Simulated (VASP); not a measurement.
# TaN in VASP: further runs

Runs on TaN. Level: PBE. Tasks: single point.

Everything below comes from runs of VASP 6.6.1. Logs are shortened: lines on timing, memory, paths and dates and some standing lists are left out, and cuts for length are marked.

**1. The cell of the first run**

The cell holds a slab with vacuum, 10 atoms: a = 3.123 Å, b = 3.123 Å, c = 26.476 Å, α = 90.00°, β = 90.00°, γ = 120.00°.

**2. Single point, PBE**

INCAR

```
SYSTEM = TaN
ALGO = Normal
DIPOL = 0.5 0.5 0.500
EDIFF = 1E-6
ENCUT = 520
GGA = PE
IDIPOL = 3
ISIF = 2
ISMEAR = 0
LASPH = .True.
LCHARG = .False.
LDIPOL = .True.
LREAL = .False.
LWAVE = .False.
NBANDS = 51
NELM = 80
PREC = Accurate
SIGMA = 0.1
```

KPOINTS

```
k-points
0
Gamma
  12 12 1
  0 0 0
```

POSCAR

```
TaN
1.0
    3.1234812524      0.0000000000      0.0000000000
   -1.5617406262      2.7050141128      0.0000000000
    0.0000000000      0.0000000000     26.4764029344
Ta N
5 5
Direct
    0.3333333333      0.6666666667      0.2832711082
    0.0000000000      0.0000000000      0.3795950601
    0.6666666667      0.3333333333      0.4759190120
    0.3333333333      0.6666666667      0.5722429639
    0.0000000000      0.0000000000      0.6685669159
    0.6666666667      0.3333333333      0.3314330841
    0.3333333333      0.6666666667      0.4277570361
    0.0000000000      0.0000000000      0.5240809880
    0.6666666667      0.3333333333      0.6204049399
    0.3333333333      0.6666666667      0.7167288918
```

Potentials or basis: VASP PAW PBE potentials, release 64 (Ta_pv, N).

Run with:

```sh
> cat potpaw_PBE.64/Ta_pv/POTCAR potpaw_PBE.64/N/POTCAR > POTCAR
> mpirun -np 1 vasp_std > vasp.out
```

OUTCAR:

```text
SYSTEM = TaN
   EDIFF = 1E-6
   ENCUT = 520
   GGA = PE
   ISIF = 2
   ISMEAR = 0
   LASPH = .True.
   LREAL = .False.
   NELM = 80
   PREC = Accurate

 ion  position               nearest neighbor table
   1  0.333  0.667  0.283-   6 2.21   6 2.21   6 2.21   2 3.12   2 3.12   2 3.12
   2  0.000  0.000  0.380-   7 2.21   6 2.21   7 2.21   6 2.21   7 2.21   6 2.21   3 3.12   1 3.12
                             3 3.12   1 3.12   3 3.12   1 3.12
   3  0.667  0.333  0.476-   7 2.21   7 2.21   7 2.21   8 2.21   8 2.21   8 2.21   4 3.12   2 3.12
                             4 3.12   2 3.12   2 3.12   4 3.12
   4  0.333  0.667  0.572-   8 2.21   8 2.21   8 2.21   9 2.21   9 2.21   9 2.21   3 3.12   3 3.12
                             3 3.12   5 3.12   5 3.12   5 3.12
   5  0.000  0.000  0.669-  10 2.21  10 2.21  10 2.21   9 2.21   9 2.21   9 2.21   4 3.12   4 3.12
                             4 3.12
   6  0.667  0.333  0.331-   1 2.21   1 2.21   1 2.21   2 2.21   2 2.21   2 2.21
   7  0.333  0.667  0.428-   3 2.21   3 2.21   3 2.21   2 2.21   2 2.21   2 2.21
   8  0.000  0.000  0.524-   4 2.21   4 2.21   4 2.21   3 2.21   3 2.21   3 2.21
   9  0.667  0.333  0.620-   4 2.21   4 2.21   5 2.21   5 2.21   5 2.21   4 2.21
  10  0.333  0.667  0.717-   5 2.21   5 2.21   5 2.21

  LATTYP: Found a hexagonal cell.
 ALAT       =     3.1234812524
 C/A-ratio  =     8.4765685448

  Lattice vectors:

 A1 = (   3.1234812524,   0.0000000000,   0.0000000000)
 A2 = (  -1.5617406262,   2.7050141128,   0.0000000000)
 A3 = (   0.0000000000,   0.0000000000,  26.4764029344)

Analysis of symmetry for initial positions (statically):
=====================================================================
 Subroutine PRICEL returns:
 Original cell was already a primitive cell.

 Routine SETGRP: Setting up the symmetry group for a
 hexagonal supercell.

 Subroutine GETGRP returns: Found  6 space group operations
 (whereof  6 operations were pure point group operations)
 out of a pool of 24 trial point group operations.

The static configuration has the point symmetry C_3v.

Analysis of symmetry for dynamics (positions and initial velocities):
=====================================================================
 Subroutine PRICEL returns:
 Original cell was already a primitive cell.

 Routine SETGRP: Setting up the symmetry group for a
 hexagonal supercell.

 Subroutine GETGRP returns: Found  6 space group operations
 (whereof  6 operations were pure point group operations)
 out of a pool of 24 trial point group operations.

The dynamic configuration has the point symmetry C_3v.

[... 126 lines left out ...]
   IMIX   =      4    mixing-type and parameters
     AMIX     =   0.40;   BMIX     =  1.00
     AMIX_MAG =   1.60;   BMIX_MAG =  1.00
  volume/ion in A,a.u.               =      22.37       150.96
  Fermi-wavevector in a.u.,A,eV,Ry     =   1.162026  2.195910 18.371994  1.350303
  Thomas-Fermi vector in A             =   2.298591
   LORBIT       =      0    0 simple, 1 ext, 2 COOP (PROOUT), +10 PAW based schemes
   GGA     = PE    functional components
   LHFCALC =     F    Hartree Fock is set to
   AEXX    =    0.0000 exact exchange contribution
   IVDW    =     0    specifies the selected vdW correction
   LEPSILON=     F    determine dielectric tensor
   LRPA    =     F    only Hartree local field effects (RPA)
 non-spin polarized calculation
 Gauss-broadening in eV      SIGMA  =   0.10
  energy-cutoff  :      520.00
  volume of cell :      223.70
 maximum number of plane-waves:      6062
 NGX is ok and might be reduce to    24
   NGX = 11   NGY = 11   NGZ = 99

 dipolmoment           0.000000      0.000000     -0.048332 electrons x Angstroem

 number of electron      79.9999991 magnetization

 dipolmoment           0.000000      0.000000      0.113279 electrons x Angstroem

 Free energy of the ion-electron system (eV)
  ---------------------------------------------------
  ext. energy  EPLUGINS =         0.00000000
  ---------------------------------------------------
  free energy    TOTEN  =      -106.35618854 eV

  energy without entropy =     -106.33865760  energy(sigma->0) =     -106.34742307

 E-fermi :   1.1666     XC(G=0):  -7.2683

 val. band max:        1.1494928609   @ k =   0.0833   0.0833   0.0000
 cond. band min:       1.2162605968   @ k =   0.2500   0.2500   0.0000
 fundamental gap:      0.0667677358
 Fermi energy:         1.1666011327

 k-point     1 :       0.0000    0.0000    0.0000
  band No.  band energies     occupation
      1     -35.3430      2.00000
      2     -35.0711      2.00000
      3     -34.7999      2.00000
      4     -34.7999      2.00000
      5     -34.7604      2.00000
      6     -34.5951      2.00000
[... 1015 lines left out ...]
     50       4.1934      0.00000
     51       4.2339      0.00000

------------------------ aborting loop because EDIFF is reached ----------------------------------------

 vacuum level on the upper side and lower side of the slab       (xc-potential included)         1.011        -1.387

  FORCE on cell =-STRESS in cart. coord.  units (eV):
  Direction    XX          YY          ZZ          XY          YZ          ZX
  --------------------------------------------------------------------------------------
  -------------------------------------------------------------------------------------
  Total       -4.4145335     -4.4145335     -6.2574212      0.0000000      0.0000000      0.0000000
  in kB      -31.6175329    -31.6175329    -44.8165635      0.0000000      0.0000000      0.0000000
  external PRESSURE =     -36.0172098 kB  Pullay stress =       0.0000000 kB

 VOLUME and BASIS-vectors are now :
 -----------------------------------------------------------------------------
  energy-cutoff  :      520.00
  volume of cell :      223.70
      direct lattice vectors                 reciprocal lattice vectors
     3.123481252  0.000000000  0.000000000     0.320155595  0.184841919  0.000000000
    -1.561740626  2.705014113  0.000000000     0.000000000  0.369683838  0.000000000
     0.000000000  0.000000000 26.476402934     0.000000000  0.000000000  0.037769481

 POSITION                                       TOTAL-FORCE (eV/Angst)
 -----------------------------------------------------------------------------------
     -0.00000      1.80334      7.50000         0.000000      0.000000      0.688186
      0.00000      0.00000     10.05031         0.000000     -0.000000     -0.013960
      1.56174      0.90167     12.60062        -0.000000      0.000000     -0.187109
     -0.00000      1.80334     15.15094        -0.000000      0.000000      0.193385
      0.00000      0.00000     17.70125         0.000000     -0.000000      5.294804
      1.56174      0.90167      8.77516        -0.000000     -0.000000     -0.387545
     -0.00000      1.80334     11.32547        -0.000000      0.000000     -0.279691
      0.00000      0.00000     13.87578         0.000000     -0.000000     -0.257552
      1.56174      0.90167     16.42609         0.000000      0.000000     -0.195636
     -0.00000      1.80334     18.97640         0.000000     -0.000000     -4.854882
 -----------------------------------------------------------------------------------
    total drift:                                0.000000     -0.000000      0.000512

  FREE ENERGIE OF THE ION-ELECTRON SYSTEM (eV)
  ---------------------------------------------------
  free  energy   TOTEN  =      -106.3561885354 eV

  energy  without entropy=     -106.3386575970  energy(sigma->0) =     -106.34742307

 vacuum level on the upper side and lower side of the slab         8.350         5.908
```

It took 9.8 min on 1 thread of Intel Xeon Platinum 8259CL at 2.50GHz (Skylake/Cascade Lake), shared host; peak memory 0.42 GiB.

Results:

```yaml
Free_energy: -106.3562 eV
Largest_force: 5.295 eV/Å
Band_gap_on_the_k_mesh: zero (band 40 reaches 1.87 eV, above the bottom of band 41 at 0.38 eV)
```

Forces on the atoms (eV/Å):
```
Ta   0.000  0.000  0.688
Ta   0.000  0.000 -0.014
Ta   0.000  0.000 -0.187
Ta   0.000  0.000  0.193
Ta   0.000  0.000  5.295
N    0.000  0.000 -0.388
N    0.000  0.000 -0.280
N    0.000  0.000 -0.258
N    0.000  0.000 -0.196
N    0.000  0.000 -4.855
```

Caveat: spin-orbit coupling is left out, which moves the levels of the heavy elements.

**3. Single point, PBE**

INCAR

```
PREC = Accurate ; ENCUT = 520
EDIFF = 1E-6 ; ISMEAR = 0
SIGMA = 0.1 ; LREAL = False
LASPH = True ; NELM = 80
ALGO = Normal ; ISIF = 2
LWAVE = False ; LCHARG = False
LDIPOL = True ; IDIPOL = 3
DIPOL = 0.5 0.5 0.500 ; GGA = PE
NBANDS = 51
```

KPOINTS

```
Automatic mesh
0
Gamma
  12 12 1
```

POSCAR

```
TaN
1.0
    3.1234812524      0.0000000000      0.0000000000
   -1.5617406262      2.7050141128      0.0000000000
    0.0000000000      0.0000000000     26.4764029344
Ta N
5 5
Direct
    0.3333333333      0.6666666667      0.2862459326
    0.0000000000      0.0000000000      0.3793548313
    0.6666666667      0.3333333333      0.4760786915
    0.3333333333      0.6666666667      0.5733363297
    0.0000000000      0.0000000000      0.6733354229
    0.6666666667      0.3333333333      0.3315483775
    0.3333333333      0.6666666667      0.4266078628
    0.0000000000      0.0000000000      0.5241375807
    0.6666666667      0.3333333333      0.6218977334
    0.3333333333      0.6666666667      0.7074572375
```

Potentials or basis: VASP PAW PBE potentials, release 64 (Ta_pv, N).

Run with:

```sh
> cat potpaw_PBE.64/Ta_pv/POTCAR potpaw_PBE.64/N/POTCAR > POTCAR
> mpirun -np 1 vasp_std > vasp.out
```

Wall time 14 min (1 thread of Intel Xeon Platinum 8259CL at 2.50GHz (Skylake/Cascade Lake), shared host); peak memory 0.42 GiB.

It converged, with:

```
Free energy            : -107.3956 eV
Largest force          : 0.083 eV/Å
Band gap on the k mesh : zero (band 40 reaches 2.50 eV, above the bottom of band 41 at 0.94 eV)
```

Forces on the atoms (eV/Å):
```
Ta   0.000  0.000 -0.034
Ta   0.000  0.000  0.016
Ta   0.000  0.000 -0.014
Ta   0.000  0.000  0.029
Ta   0.000  0.000 -0.025
N    0.000  0.000 -0.022
N    0.000  0.000  0.002
N    0.000  0.000 -0.014
N    0.000  0.000 -0.021
N    0.000  0.000  0.083
```

Levels at points of the mesh, in eV from the Fermi level:
```csv
k point,band 38,band 39,band 40,band 41,band 42,band 43
"(0.00, 0.00, 0.00)",-1.62,-1.36,-0.88,-0.78,-0.78,-0.07
"(0.50, 0.00, 0.00)",-0.80,-0.23,0.77,1.45,1.78,2.01
```

Caveat: spin-orbit coupling is left out, which moves the levels of the heavy elements.
